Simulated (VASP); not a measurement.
# BaTiO3 (R3m) in VASP: single point with r2SCAN+U

Aim: the single point of BaTiO3 with r2SCAN+U.

Program: VASP 6.6.1. These are calculated values, not measurements. Logs are shortened: lines on timing, memory, paths and dates and some standing lists are left out, and cuts for length are marked.

**1. The cell of the first run**

It takes space group R3m (No. 160, trigonal). Conventional cell: a = 5.619 Å, b = 5.619 Å, c = 6.908 Å, α = 90.00°, β = 90.00°, γ = 120.00°. Ba (site symmetry 3m) has 12 O at 2.77 to 2.87 Å and 8 Ti at 3.36 to 3.54 Å within 3.6 Å. Ti (site symmetry 3m) has 6 O at 1.87 to 2.12 Å within 2.5 Å. O (site symmetry m) has 2 Ti at 1.87 to 2.12 Å within 2.5 Å. O (site symmetry m) has 2 Ti at 1.87 to 2.12 Å within 2.5 Å.

**2. Single point, r2SCAN+U**

Input file POSCAR:

```
BaTiO3
1.0
   -3.9881506300     -3.9780770100      0.0000000000
   -3.9680232600      3.9780770100      0.0000000000
   -0.0100636900     -0.0100438200     -3.9780571400
Ba Ti O
2 2 6
Direct
    0.0000000000      0.0000000000      0.0000000000
    0.5000000000      0.5000000000      0.0000000000
    0.5130000000      0.0000000000      0.5130000000
    0.0130000000      0.5000000000      0.5130000000
    0.9908000000      0.5000000000      0.9811000000
    0.4908000000      0.0000000000      0.9811000000
    0.7359500000      0.2451500000      0.4908000000
    0.2359500000      0.7451500000      0.4908000000
    0.7359500000      0.7548500000      0.4908000000
    0.2359500000      0.2548500000      0.4908000000
```

Input file INCAR.step1:

```
SYSTEM = BaTiO3
PREC     = Accurate       ! precision mode
ENCUT    = 520            ! plane-wave cutoff, eV
ISMEAR   = -1             ! smearing method
SIGMA    = 0.1            ! smearing width, eV
LREAL    = .False.        ! projectors in reciprocal space
LASPH    = .True.         ! aspherical terms in the spheres
NELM     = 150            ! most SCF steps
LMAXMIX  = 4              ! l up to which the mixer works
LDAU     = .True.         ! DFT+U
LDAUTYPE = 2            
LDAUL    = -1 2 -1        ! shell
LDAUU    = 0 3.25 0       ! U, eV
LDAUJ    = 0 0 0        
NBANDS   = 51             ! bands
GGA      = PE             ! functional
ALGO     = Normal         ! electronic algorithm
EDIFF    = 1E-4           ! SCF threshold, eV
LWAVE    = .True.         ! write WAVECAR
LCHARG   = .False.        ! write CHGCAR
```

Input file INCAR.step2:

```
SYSTEM = BaTiO3
PREC     = Accurate       ! precision mode
ENCUT    = 520            ! plane-wave cutoff, eV
EDIFF    = 1E-6           ! SCF threshold, eV
ISMEAR   = -1             ! smearing method
SIGMA    = 0.1            ! smearing width, eV
LREAL    = .False.        ! projectors in reciprocal space
LASPH    = .True.         ! aspherical terms in the spheres
NELM     = 150            ! most SCF steps
ALGO     = Normal         ! electronic algorithm
ISIF     = 2              ! what is computed and relaxed
LWAVE    = .False.        ! write WAVECAR
LCHARG   = .False.        ! write CHGCAR
LMAXMIX  = 4              ! l up to which the mixer works
LDAU     = .True.         ! DFT+U
LDAUTYPE = 2            
LDAUL    = -1 2 -1        ! shell
LDAUU    = 0 3.25 0       ! U, eV
LDAUJ    = 0 0 0        
LDAUPRINT= 1            
METAGGA  = R2SCAN         ! meta-GGA
LMIXTAU  = .True.       
NBANDS   = 51             ! bands
ISTART   = 1
```

Input file KPOINTS:

```
Automatic mesh
0
Gamma
  5 5 6
  0 0 0
```

Potentials or basis: VASP PAW PBE potentials, release 64 (Ba_sv, Ti_sv, O).

The run is started by

```console
> cat potpaw_PBE.64/Ba_sv/POTCAR potpaw_PBE.64/Ti_sv/POTCAR potpaw_PBE.64/O/POTCAR > POTCAR
> cp INCAR.step1 INCAR
> mpirun -np 1 vasp_std > vasp.out
> cp INCAR.step2 INCAR
> mpirun -np 1 vasp_std > vasp.out
```

OUTCAR:

```text
SYSTEM = BaTiO3
   PREC = Accurate
   ENCUT = 520
   EDIFF = 1E-6
   ISMEAR = -1
   LREAL = .False.
   LASPH = .True.
   NELM = 150
   ISIF = 2
   METAGGA = R2SCAN
   ISTART = 1

 ion  position               nearest neighbor table
   1  0.000  0.000  0.000-  10 2.77   6 2.77   8 2.77   8 2.81   7 2.81   9 2.81  10 2.81   5 2.81
                             5 2.81   9 2.87   6 2.87   7 2.87   3 3.36   3 3.41   4 3.41   4 3.41
   2  0.500  0.500  0.000-   9 2.77   5 2.77   7 2.77   7 2.81   8 2.81  10 2.81   9 2.81   6 2.81
                             6 2.81  10 2.87   5 2.87   8 2.87   4 3.36   4 3.41   3 3.41   3 3.41
   3  0.513  0.000  0.513-   6 1.87   7 1.87   9 1.87   6 2.12   8 2.12  10 2.12   1 3.36   1 3.41
                             2 3.41   2 3.41   2 3.47   1 3.47   2 3.47   1 3.54
   4  0.013  0.500  0.513-   5 1.87   8 1.87  10 1.87   5 2.12   7 2.12   9 2.12   2 3.36   2 3.41
                             1 3.41   1 3.41   1 3.47   2 3.47   1 3.47   2 3.54
   5  0.991  0.500  0.981-   4 1.87   4 2.12   2 2.77   1 2.81   1 2.81   2 2.87
   6  0.491  0.000  0.981-   3 1.87   3 2.12   1 2.77   2 2.81   2 2.81   1 2.87
   7  0.736  0.245  0.491-   3 1.87   4 2.12   2 2.77   2 2.81   1 2.81   1 2.87
   8  0.236  0.745  0.491-   4 1.87   3 2.12   1 2.77   1 2.81   2 2.81   2 2.87
   9  0.736  0.755  0.491-   3 1.87   4 2.12   2 2.77   1 2.81   2 2.81   1 2.87
  10  0.236  0.255  0.491-   4 1.87   3 2.12   1 2.77   2 2.81   1 2.81   2 2.87

  LATTYP: Found a simple monoclinic cell.
 ALAT       =     3.9780825488
 B/A-ratio  =     1.4124256632
 C/A-ratio  =     1.4160033180
 COS(beta)  =    -0.0035741247

  Lattice vectors:

 A1 = (  -0.0100636900,  -0.0100438200,  -3.9780571400)
 A2 = (  -3.9680232600,   3.9780770100,   0.0000000000)
 A3 = (   3.9881506300,   3.9780770100,   0.0000000000)

Analysis of symmetry for initial positions (statically):
=====================================================================
 Subroutine PRICEL returns following result:

  LATTYP: Found a trigonal (rhomboedric) cell.
 ALAT       =     3.9780897395
 COS(alpha) =     0.0025297783

  Lattice vectors:

 A1 = (  -0.0100636850,  -3.9780770100,   0.0000000000)
 A2 = (  -3.9780869450,   0.0000000000,   0.0000000000)
 A3 = (  -0.0100636900,  -0.0100438200,  -3.9780571400)

   2 primitive cells build up your supercell.

 Routine SETGRP: Setting up the symmetry group for a
 simple monoclinic supercell.

 Subroutine GETGRP returns: Found  2 space group operations
 (whereof  2 operations were pure point group operations)
 out of a pool of  4 trial point group operations.

The static configuration has the point symmetry C_1h.

Analysis of symmetry for dynamics (positions and initial velocities):
=====================================================================
 Subroutine PRICEL returns following result:

  LATTYP: Found a trigonal (rhomboedric) cell.
 ALAT       =     3.9780897395
 COS(alpha) =     0.0025297783

  Lattice vectors:

 A1 = (  -0.0100636850,  -3.9780770100,   0.0000000000)
 A2 = (  -3.9780869450,   0.0000000000,   0.0000000000)
 A3 = (  -0.0100636900,  -0.0100438200,  -3.9780571400)

   2 primitive cells build up your supercell.

 Routine SETGRP: Setting up the symmetry group for a
[... 150 lines left out ...]
 maximum number of plane-waves:      3435
 NGX is ok and might be reduce to    42
   NGX = 21   NGY = 21   NGZ = 15

atom =   3  type =  2  l = 2

 onsite density matrix

spin component  1

  0.1087 -0.0005  0.0062 -0.0005 -0.0004
 -0.0005  0.1087 -0.0028 -0.0005  0.0056
  0.0062 -0.0028  0.2502 -0.0028  0.0000
 -0.0005 -0.0005 -0.0028  0.1087 -0.0056
 -0.0004  0.0056  0.0000 -0.0056  0.2501

spin component  2

  0.1087 -0.0005  0.0062 -0.0005 -0.0004
 -0.0005  0.1087 -0.0028 -0.0005  0.0056
  0.0062 -0.0028  0.2502 -0.0028  0.0000
 -0.0005 -0.0005 -0.0028  0.1087 -0.0056
 -0.0004  0.0056  0.0000 -0.0056  0.2501

 occupancies and eigenvectors

  o =  0.1077  v =  0.5781  0.5762 -0.0025  0.5777  0.0015  0.0000  0.0000  0.0000  0.0000  0.0000      0.0000  0.0000  0.0000  0.0000  0.0000  0.0000  0.0000  0.0000  0.0000  0.0000
  o =  0.1077  v =  0.0000  0.0000  0.0000  0.0000  0.0000  0.5781  0.5762 -0.0025  0.5777  0.0015      0.0000  0.0000  0.0000  0.0000  0.0000  0.0000  0.0000  0.0000  0.0000  0.0000
  o =  0.1088  v =  0.0000  0.0000  0.0000  0.0000  0.0000  0.0165  0.6986 -0.0010 -0.7132 -0.0555      0.0000  0.0000  0.0000  0.0000  0.0000  0.0000  0.0000  0.0000  0.0000  0.0000
  o =  0.1088  v =  0.0165  0.6986 -0.0010 -0.7132 -0.0555  0.0000  0.0000  0.0000  0.0000  0.0000      0.0000  0.0000  0.0000  0.0000  0.0000  0.0000  0.0000  0.0000  0.0000  0.0000
  o =  0.1088  v =  0.0000  0.0000  0.0000  0.0000  0.0000  0.8146 -0.4219 -0.0520 -0.3945  0.0032      0.0000  0.0000  0.0000  0.0000  0.0000  0.0000  0.0000  0.0000  0.0000  0.0000
  o =  0.1088  v =  0.8146 -0.4219 -0.0520 -0.3945  0.0032  0.0000  0.0000  0.0000  0.0000  0.0000      0.0000  0.0000  0.0000  0.0000  0.0000  0.0000  0.0000  0.0000  0.0000  0.0000
  o =  0.2505  v =  0.0028 -0.0395  0.0060  0.0391 -0.9984  0.0000  0.0000  0.0000  0.0000  0.0000      0.0000  0.0000  0.0000  0.0000  0.0000  0.0000  0.0000  0.0000  0.0000  0.0000
  o =  0.2505  v =  0.0000  0.0000  0.0000  0.0000  0.0000  0.0028 -0.0395  0.0060  0.0391 -0.9984      0.0000  0.0000  0.0000  0.0000  0.0000  0.0000  0.0000  0.0000  0.0000  0.0000
  o =  0.2506  v =  0.0000  0.0000  0.0000  0.0000  0.0000 -0.0438  0.0196 -0.9986  0.0201 -0.0061      0.0000  0.0000  0.0000  0.0000  0.0000  0.0000  0.0000  0.0000  0.0000  0.0000
  o =  0.2506  v = -0.0438  0.0196 -0.9986  0.0201 -0.0061  0.0000  0.0000  0.0000  0.0000  0.0000      0.0000  0.0000  0.0000  0.0000  0.0000  0.0000  0.0000  0.0000  0.0000  0.0000

atom =   4  type =  2  l = 2

 onsite density matrix

spin component  1

  0.1087 -0.0005  0.0062 -0.0005 -0.0004
 -0.0005  0.1087 -0.0028 -0.0005  0.0056
  0.0062 -0.0028  0.2502 -0.0028  0.0000
 -0.0005 -0.0005 -0.0028  0.1087 -0.0056
 -0.0004  0.0056  0.0000 -0.0056  0.2501

spin component  2

  0.1087 -0.0005  0.0062 -0.0005 -0.0004
 -0.0005  0.1087 -0.0028 -0.0005  0.0056
  0.0062 -0.0028  0.2502 -0.0028  0.0000
 -0.0005 -0.0005 -0.0028  0.1087 -0.0056
 -0.0004  0.0056  0.0000 -0.0056  0.2501

 occupancies and eigenvectors

  o =  0.1077  v =  0.5781  0.5762 -0.0025  0.5777  0.0015  0.0000  0.0000  0.0000  0.0000  0.0000      0.0000  0.0000  0.0000  0.0000  0.0000  0.0000  0.0000  0.0000  0.0000  0.0000
  o =  0.1077  v =  0.0000  0.0000  0.0000  0.0000  0.0000  0.5781  0.5762 -0.0025  0.5777  0.0015      0.0000  0.0000  0.0000  0.0000  0.0000  0.0000  0.0000  0.0000  0.0000  0.0000
  o =  0.1088  v =  0.0000  0.0000  0.0000  0.0000  0.0000  0.0165  0.6986 -0.0010 -0.7132 -0.0555      0.0000  0.0000  0.0000  0.0000  0.0000  0.0000  0.0000  0.0000  0.0000  0.0000
  o =  0.1088  v =  0.0165  0.6986 -0.0010 -0.7132 -0.0555  0.0000  0.0000  0.0000  0.0000  0.0000      0.0000  0.0000  0.0000  0.0000  0.0000  0.0000  0.0000  0.0000  0.0000  0.0000
  o =  0.1088  v =  0.0000  0.0000  0.0000  0.0000  0.0000  0.8146 -0.4219 -0.0520 -0.3945  0.0032      0.0000  0.0000  0.0000  0.0000  0.0000  0.0000  0.0000  0.0000  0.0000  0.0000
  o =  0.1088  v =  0.8146 -0.4219 -0.0520 -0.3945  0.0032  0.0000  0.0000  0.0000  0.0000  0.0000      0.0000  0.0000  0.0000  0.0000  0.0000  0.0000  0.0000  0.0000  0.0000  0.0000
  o =  0.2505  v =  0.0028 -0.0395  0.0060  0.0391 -0.9984  0.0000  0.0000  0.0000  0.0000  0.0000      0.0000  0.0000  0.0000  0.0000  0.0000  0.0000  0.0000  0.0000  0.0000  0.0000
  o =  0.2505  v =  0.0000  0.0000  0.0000  0.0000  0.0000  0.0028 -0.0395  0.0060  0.0391 -0.9984      0.0000  0.0000  0.0000  0.0000  0.0000  0.0000  0.0000  0.0000  0.0000  0.0000
  o =  0.2506  v =  0.0000  0.0000  0.0000  0.0000  0.0000 -0.0438  0.0196 -0.9986  0.0201 -0.0061      0.0000  0.0000  0.0000  0.0000  0.0000  0.0000  0.0000  0.0000  0.0000  0.0000
  o =  0.2506  v = -0.0438  0.0196 -0.9986  0.0201 -0.0061  0.0000  0.0000  0.0000  0.0000  0.0000      0.0000  0.0000  0.0000  0.0000  0.0000  0.0000  0.0000  0.0000  0.0000  0.0000

 number of electron      79.9999998 magnetization

 Free energy of the ion-electron system (eV)
  ---------------------------------------------------
  ext. energy  EPLUGINS =         0.00000000
  ---------------------------------------------------
  free energy    TOTEN  =      -143.95279794 eV

  energy without entropy =     -143.95279783  energy(sigma->0) =     -143.95279788

 E-fermi :   5.3395     XC(G=0): -12.0108

 val. band max:        3.7241997387   @ k =   0.0000   0.0000   0.5000
 cond. band min:       6.8918691841   @ k =   0.0000   0.0000   0.0000
 fundamental gap:      3.1676694454
 Fermi energy:         5.3394810985

 k-point     1 :       0.0000    0.0000    0.0000
  band No.  band energies     occupation
      1     -55.5504      2.00000
      2     -55.5480      2.00000
      3     -30.7752      2.00000
      4     -30.7752      2.00000
      5     -30.7212      2.00000
      6     -30.7207      2.00000
[... 1285 lines left out ...]
     50      11.0047      0.00000
     51      11.1646      0.00000

 [... further k-points ...]

------------------------ aborting loop because EDIFF is reached ----------------------------------------

  FORCE on cell =-STRESS in cart. coord.  units (eV):
  Direction    XX          YY          ZZ          XY          YZ          ZX
  --------------------------------------------------------------------------------------
  -------------------------------------------------------------------------------------
  Total        8.3983325      8.3995673      8.3990928     -0.2418444     -0.2435342     -0.2441320
  in kB      106.8698449    106.8855572    106.8795192     -3.0775001     -3.0990037     -3.1066104
  external PRESSURE =     106.8783071 kB  Pullay stress =       0.0000000 kB

 VOLUME and BASIS-vectors are now :
 -----------------------------------------------------------------------------
  energy-cutoff  :      520.00
  volume of cell :      125.91
      direct lattice vectors                 reciprocal lattice vectors
    -3.988150630 -3.978077010  0.000000000    -0.125688555 -0.125370904  0.000634504
    -3.968023260  3.978077010  0.000000000    -0.125688555  0.126006834 -0.000000176
    -0.010063690 -0.010043820 -3.978057140     0.000000000  0.000000000 -0.251378994

 POSITION                                       TOTAL-FORCE (eV/Angst)
 -----------------------------------------------------------------------------------
      0.00000      0.00000      0.00000        -0.021714     -0.021659     -0.021602
     -3.97809      0.00000      0.00000        -0.021714     -0.021659     -0.021602
     -2.05108     -2.04591     -2.04074         0.727131      0.725295      0.723801
     -2.04102      1.93217     -2.04074         0.727131      0.725295      0.723801
     -5.94534     -1.96229     -3.90287         0.044298      0.044185     -0.793851
     -1.96726     -1.96229     -3.90287         0.044298      0.044185     -0.793851
     -3.91278     -1.95737     -1.95243        -0.793308      0.045600      0.045826
     -3.90272      2.02071     -1.95243        -0.793308      0.045600      0.045826
     -5.93528      0.07026     -1.95243         0.043593     -0.793421      0.045826
     -1.95719      0.07026     -1.95243         0.043593     -0.793421      0.045826
 -----------------------------------------------------------------------------------
    total drift:                                0.010667      0.010707      0.005605

  FREE ENERGIE OF THE ION-ELECTRON SYSTEM (eV)
  ---------------------------------------------------
  free  energy   TOTEN  =      -143.9527979355 eV

  energy  without entropy=     -143.9527978258  energy(sigma->0) =     -143.95279788
```

Run time: 23 min. Hardware: 1 thread of Oxide Virtual Turin-like, shared host; peak memory 0.38 GiB.

What came out:

| Item | Value |
| --- | --- |
| Free energy | -143.9528 eV |
| Pressure | 10.7 GPa |
| Largest force | 1.256 eV/Å |
| Band gap on the k mesh | 3.17 eV |

Forces on the atoms (eV/Å):
```
Ba  -0.022 -0.022 -0.022
Ba  -0.022 -0.022 -0.022
Ti   0.727  0.725  0.724
Ti   0.727  0.725  0.724
O    0.044  0.044 -0.794
O    0.044  0.044 -0.794
O   -0.793  0.046  0.046
O   -0.793  0.046  0.046
O    0.044 -0.793  0.046
O    0.044 -0.793  0.046
```

Stress tensor (GPa, compression positive):
```
10.69 -0.31 -0.31
-0.31 10.69 -0.31
-0.31 -0.31 10.69
```

Eigenvalues of the final occupation matrices:
| site | spin | trace | eigenvalues |
| --- | --- | --- | --- |
| site 3 d | 1 | 0.83 | 0.11 0.11 0.11 0.25 0.25 |
| site 3 d | 2 | 0.83 | 0.11 0.11 0.11 0.25 0.25 |
| site 4 d | 1 | 0.83 | 0.11 0.11 0.11 0.25 0.25 |
| site 4 d | 2 | 0.83 | 0.11 0.11 0.11 0.25 0.25 |

Caveat: the cell stands under pressure; the PAW data sets were made with another functional, which shifts forces and pressure a little; spin-orbit coupling is left out, which moves the levels of the heavy elements.
